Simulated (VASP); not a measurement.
# NiO (Fm-3m) in VASP: notebook

Aim: see how the results for NiO move with the level of theory and the settings. Levels: r2SCAN, PBE. Tasks: single point.

Program: VASP 6.6.1. These are calculated values, not measurements. Logs are shortened: lines on timing, memory, paths and dates and some standing lists are left out, and cuts for length are marked.

**Measured values to compare with.**

From “Local correlations, non-local screening, multiplets, and band formation in NiO”, 2012, arxiv:1210.6675, for a bulk crystal of NiO: band gap 4.3 eV.

The results are compared with them further down.

### 1 The cell of the first run

Symmetry: Fm-3m, No. 225, cubic system. The conventional cell has a = 4.172 Å, b = 4.172 Å, c = 4.172 Å, α = 90.00°, β = 90.00°, γ = 90.00°. Within 2.8 Å of Ni (site symmetry m-3m) lie 6 O at 2.09 Å. O (site symmetry m-3m) has 6 Ni at 2.09 Å within 2.8 Å.

### 2 Single point, r2SCAN, collinear spin, antiferromagnetic start

POSCAR

```
NiO
1.0
   -2.0859016414     -2.0859016414      4.1718032828
   -4.1718032828     -2.0859016414      2.0859016414
   -2.0859016414     -4.1718032828      2.0859016414
Ni O
2 2
Direct
    0.0000000000      0.0000000000      0.0000000000
    0.5000000000      0.5000000000      0.5000000000
    1.2500000000     -0.7500000000     -0.7500000000
    1.7500000000     -0.2500000000     -0.2500000000
```

INCAR.step1

```
ALGO = Normal
EDIFF = 1E-4
ENCUT = 520
GGA = PE
ISMEAR = 0
ISPIN = 2
LASPH = True
LCHARG = False
LMAXMIX = 4
LREAL = False
LWAVE = True
MAGMOM = 1.73 -1.73 0 0
NBANDS = 28
NELM = 150
PREC = Accurate
SIGMA = 0.05
```

INCAR.step2

```
ALGO = Normal
EDIFF = 1E-6
ENCUT = 520
ISIF = 2
ISMEAR = 0
ISPIN = 2
ISTART = 1
LASPH = True
LCHARG = True
LELF = True
LMAXMIX = 4
LMIXTAU = True
LORBIT = 11
LREAL = False
LVHAR = True
LWAVE = False
MAGMOM = 1.73 -1.73 0 0
METAGGA = R2SCAN
NBANDS = 28
NELM = 150
PREC = Accurate
SIGMA = 0.05
```

KPOINTS

```
k-points
0
Gamma
  10 10 10
```

Potentials or basis: VASP PAW PBE potentials, release 64 (Ni, O).

The run is started by

```
> cat potpaw_PBE.64/Ni/POTCAR potpaw_PBE.64/O/POTCAR > POTCAR
> cp INCAR.step1 INCAR
> mpirun -np 1 vasp_std > vasp.out
> cp INCAR.step2 INCAR
> mpirun -np 1 vasp_std > vasp.out
```

OUTCAR:

```text
EDIFF = 1E-6
   ENCUT = 520
   ISIF = 2
   ISMEAR = 0
   ISPIN = 2
   ISTART = 1
   LASPH = True
   LORBIT = 11
   LREAL = False
   METAGGA = R2SCAN
   NELM = 150
   PREC = Accurate

 ion  position               nearest neighbor table
   1  0.000  0.000  0.000-   4 2.09   4 2.09   4 2.09   3 2.09   3 2.09   3 2.09   2 2.95   2 2.95
                             2 2.95   2 2.95   2 2.95   2 2.95
   2  0.500  0.500  0.500-   3 2.09   3 2.09   3 2.09   4 2.09   4 2.09   4 2.09   1 2.95   1 2.95
                             1 2.95   1 2.95   1 2.95   1 2.95
   3  0.250  0.250  0.250-   1 2.09   1 2.09   1 2.09   2 2.09   2 2.09   2 2.09
   4  0.750  0.750  0.750-   2 2.09   2 2.09   2 2.09   1 2.09   1 2.09   1 2.09

  LATTYP: Found a trigonal (rhomboedric) cell.
 ALAT       =     5.1093946751
 COS(alpha) =     0.8333333333

  Lattice vectors:

 A1 = (  -2.0859016414,  -2.0859016414,   4.1718032828)
 A2 = (  -4.1718032828,  -2.0859016414,   2.0859016414)
 A3 = (  -2.0859016414,  -4.1718032828,   2.0859016414)

Analysis of symmetry for initial positions (statically):
=====================================================================
 Subroutine PRICEL returns following result:

  LATTYP: Found a face centered cubic cell.
 ALAT       =     4.1718032828
[... 12 lines left out ...]
 Subroutine GETGRP returns: Found 12 space group operations
 (whereof 12 operations were pure point group operations)
 out of a pool of 12 trial point group operations.

The static configuration has the point symmetry D_3d.

Analysis of symmetry for dynamics (positions and initial velocities):
=====================================================================
 Subroutine PRICEL returns following result:

  LATTYP: Found a face centered cubic cell.
 ALAT       =     4.1718032828
[... 12 lines left out ...]
 Subroutine GETGRP returns: Found 12 space group operations
 (whereof 12 operations were pure point group operations)
 out of a pool of 12 trial point group operations.

The dynamic configuration has the point symmetry D_3d.

Analysis of structural, dynamic, and magnetic symmetry:
=====================================================================
 Subroutine PRICEL returns following result:

  LATTYP: Found a face centered cubic cell.
 ALAT       =     4.1718032828
[... 12 lines left out ...]
 Subroutine GETGRP returns: Found 12 space group operations
 (whereof 12 operations were pure point group operations)
 out of a pool of 12 trial point group operations.

The overall configuration has the point symmetry D_3d.

 Subroutine INISYM returns: Found 12 space group operations
 (whereof 12 operations are pure point group operations),
[... 120 lines left out ...]
   LORBIT       =     11    0 simple, 1 ext, 2 COOP (PROOUT), +10 PAW based schemes
   METAGGA = R2SCAN    functional components
   LHFCALC =     F    Hartree Fock is set to
   AEXX    =    0.0000 exact exchange contribution
   IVDW    =     0    specifies the selected vdW correction
   LEPSILON=     F    determine dielectric tensor
   LRPA    =     F    only Hartree local field effects (RPA)
 spin polarized calculation
 Gauss-broadening in eV      SIGMA  =   0.05
  energy-cutoff  :      520.00
  volume of cell :       36.30
 maximum number of plane-waves:      1011
 NGX is ok and might be reduce to    40

 number of electron      32.0000012 magnetization      -0.0000000

 number of electron      32.0000012 magnetization       0.0000000

 Free energy of the ion-electron system (eV)
  ---------------------------------------------------
  ext. energy  EPLUGINS =         0.00000000
  ---------------------------------------------------
  free energy    TOTEN  =       -40.56264347 eV

  energy without entropy =      -40.56264347  energy(sigma->0) =      -40.56264347

 E-fermi :   7.1174     XC(G=0): -13.4310

 val. band max:        6.8363527833   @ k =   0.4000   0.4000   0.3000
 cond. band min:       9.1444403452   @ k =   0.5000   0.3000   0.3000
 fundamental gap:      2.3080875619
 Fermi energy:         7.1174454589

 spin component 1

 k-point     1 :       0.0000    0.0000    0.0000
  band No.  band energies     occupation
      1     -13.3990      1.00000
      2     -12.0213      1.00000
      3      -0.4635      1.00000
      4       1.9072      1.00000
      5       1.9073      1.00000
      6       4.7751      1.00000
[... 733 lines left out ...]
     27      27.2688      0.00000
     28      30.2044      0.00000

 [... further k-points ...]

 spin component 2

 k-point     1 :       0.0000    0.0000    0.0000
  band No.  band energies     occupation
      1     -13.3990      1.00000
      2     -12.0213      1.00000
      3      -0.4635      1.00000
      4       1.9072      1.00000
      5       1.9073      1.00000
      6       4.7751      1.00000
[... 733 lines left out ...]
     27      27.2688      0.00000
     28      30.2044      0.00000

 [... further k-points ...]
[... 5 lines left out ...]
  --------------------------------------------------------------------------------------
  -------------------------------------------------------------------------------------
  Total       -0.3042222     -0.3042222     -0.3042222     -0.0450268      0.0450268      0.0450268
  in kB      -13.4264126    -13.4264126    -13.4264126     -1.9871949      1.9871949      1.9871949
  external PRESSURE =     -13.4264126 kB  Pullay stress =       0.0000000 kB

 VOLUME and BASIS-vectors are now :
 -----------------------------------------------------------------------------
  energy-cutoff  :      520.00
  volume of cell :       36.30
      direct lattice vectors                 reciprocal lattice vectors
    -2.085901641 -2.085901641  4.171803283     0.119852248  0.119852248  0.359556743
    -4.171803283 -2.085901641  2.085901641    -0.359556743  0.119852248 -0.119852248
    -2.085901641 -4.171803283  2.085901641     0.119852248 -0.359556743 -0.119852248

 POSITION                                       TOTAL-FORCE (eV/Angst)
 -----------------------------------------------------------------------------------
      0.00000      0.00000      0.00000        -0.000000     -0.000000     -0.000000
     -4.17180     -4.17180      4.17180        -0.000000     -0.000000     -0.000000
     -2.08590     -2.08590      2.08590        -0.000000      0.000000      0.000000
     -6.25770     -6.25770      6.25770         0.000000     -0.000000     -0.000000
 -----------------------------------------------------------------------------------
    total drift:                                0.000000      0.000000      0.000000

  FREE ENERGIE OF THE ION-ELECTRON SYSTEM (eV)
  ---------------------------------------------------
  free  energy   TOTEN  =       -40.5626434725 eV

  energy  without entropy=      -40.5626434725  energy(sigma->0) =      -40.56264347

 total charge

# of ion       s       p       d       tot
------------------------------------------
    1        0.334   0.417   8.205   8.956
    2        0.334   0.417   8.205   8.956
    3        1.560   3.478   0.000   5.038
    4        1.560   3.478   0.000   5.038
--------------------------------------------------
tot          3.788   7.790  16.410  27.988

 magnetization (x)

# of ion       s       p       d       tot
------------------------------------------
    1       -0.007  -0.012   1.578   1.559
    2        0.007   0.012  -1.578  -1.559
    3        0.000   0.000   0.000   0.000
    4        0.000   0.000   0.000   0.000
--------------------------------------------------
tot          0.000   0.000   0.000   0.000
```

OSZICAR.step1:

```text
N       E                     dE             d eps       ncg     rms          rms(c)
DAV:   1     0.251643356587E+03    0.25164E+03   -0.14500E+04 13684   0.150E+03
DAV:   2    -0.292454895612E+01   -0.25457E+03   -0.22755E+03 13332   0.336E+02
DAV:   3    -0.272210199956E+02   -0.24296E+02   -0.22671E+02 14312   0.112E+02
DAV:   4    -0.277003868185E+02   -0.47937E+00   -0.47712E+00 13944   0.160E+01
DAV:   5    -0.277115422623E+02   -0.11155E-01   -0.11154E-01 15784   0.240E+00    0.206E+01
DAV:   6    -0.250484372074E+02    0.26631E+01   -0.18380E+01 17148   0.805E+01    0.230E+01
DAV:   7    -0.234513341662E+02    0.15971E+01   -0.46659E+00 15180   0.621E+01    0.927E+00
DAV:   8    -0.235033187289E+02   -0.51985E-01   -0.72246E-01 15028   0.734E+00    0.575E+00
DAV:   9    -0.234744109165E+02    0.28908E-01   -0.34148E-02 20716   0.464E+00    0.121E+00
DAV:  10    -0.234826484167E+02   -0.82375E-02   -0.23454E-02 17644   0.223E+00    0.430E-01
DAV:  11    -0.234816983798E+02    0.95004E-03   -0.25362E-03 18612   0.144E+00    0.966E-02
DAV:  12    -0.234818759706E+02   -0.17759E-03   -0.13188E-03 13656   0.253E-01    0.618E-02
DAV:  13    -0.234818692587E+02    0.67120E-05   -0.26128E-05  7012   0.792E-02
   1 F= -.23481869E+02 E0= -.23481869E+02  d E =-.210528E-17  mag=     0.0000
```

Wall time 27 min (1 thread of AMD EPYC 9R45 (Zen 5), shared host); peak memory 0.39 GiB.

The run converged, but its numbers aren't listed here, since they failed a check.

Caveat: the result breaks the symmetry of the cell; the PAW data sets were made with another functional, which shifts forces and pressure a little.

### 3 Single point, PBE, collinear spin, ferromagnetic start

This run uses another cell than the first one: it holds 2 atoms, not 4.

INCAR

```
PREC     = Accurate       # precision mode
ENCUT    = 520            # plane-wave cutoff, eV
EDIFF    = 1E-6           # SCF threshold, eV
ISMEAR   = 0              # smearing method
SIGMA    = 0.05           # smearing width, eV
LREAL    = F              # projectors in reciprocal space
LASPH    = T              # aspherical terms in the spheres
NELM     = 150            # most SCF steps
ALGO     = Normal         # electronic algorithm
ISIF     = 2              # what is computed and relaxed
LWAVE    = F              # write WAVECAR
LCHARG   = F              # write CHGCAR
ISPIN    = 2              # spin polarisation
MAGMOM   = 2 0            # initial moments
LORBIT   = 11             # projections on sites
LMAXMIX  = 4              # l up to which the mixer works
GGA      = PE             # functional
NBANDS   = 19             # bands
```

KPOINTS

```
Automatic mesh
0
Gamma
  8 8 8
```

POSCAR

```
NiO
1.0
    0.0000000000      2.0859016414      2.0859016414
    2.0859016414      0.0000000000      2.0859016414
    2.0859016414      2.0859016414      0.0000000000
Ni O
1 1
Direct
    0.0000000000      0.0000000000      0.0000000000
    0.5000000000      0.5000000000      0.5000000000
```

Potentials or basis: VASP PAW PBE potentials, release 64 (Ni, O).

The run is started by

```
> cat potpaw_PBE.64/Ni/POTCAR potpaw_PBE.64/O/POTCAR > POTCAR
> mpirun -np 1 vasp_std > vasp.out
```

Run time: 17 s. Hardware: 1 thread of Intel Xeon 6975P-C (Granite Rapids), shared host; peak memory 0.15 GiB.

Results (log left out):

* Free energy: -11.4690 eV
* Pressure: 6.7 GPa
* Net moment: 1.83 μB per cell
* Site moments: Ni +1.49; O +0.29 μB
* Valence electrons inside the program's atomic spheres: Ni 8.98; O 4.99

Levels at points of the mesh, in eV from the Fermi level:
Spin up:
```
           k point  band 7  band 8  band 9  band 10  band 11  band 12
(0.00, 0.00, 0.00)   -2.74   -2.74   -2.74     1.52    17.84    18.91
(0.50, 0.00, 0.00)   -1.50    0.23    0.23     5.57     9.97    13.99
(0.50, 0.50, 0.00)   -2.35   -1.74   -1.74     6.11    10.57    12.19
```
Spin down:
| k point | band 4 | band 5 | band 6 | band 7 | band 8 | band 9 | band 10 | band 11 |
| --- | --- | --- | --- | --- | --- | --- | --- | --- |
| (0.00, 0.00, 0.00) | -2.48 | -1.90 | -1.90 | -1.90 | -0.62 | -0.62 | 1.89 | 17.77 |
| (0.50, 0.00, 0.00) | -4.82 | -1.00 | -1.00 | -0.62 | 2.23 | 2.23 | 5.74 | 10.52 |
| (0.50, 0.50, 0.00) | -3.84 | -2.88 | -0.81 | -0.81 | -0.19 | 0.36 | 6.57 | 10.94 |

Caveat: the cell stands under pressure; a cell with one magnetic atom can't hold antiferromagnetic order, which such compounds often take; semilocal functionals often make such compounds metallic where correlation or magnetic order opens a gap, which also shifts bond lengths. With open d or f shells a metallic result of PBE can be an artefact of self-interaction; +U or a hybrid may open a gap.

[end of part 1 of 2]
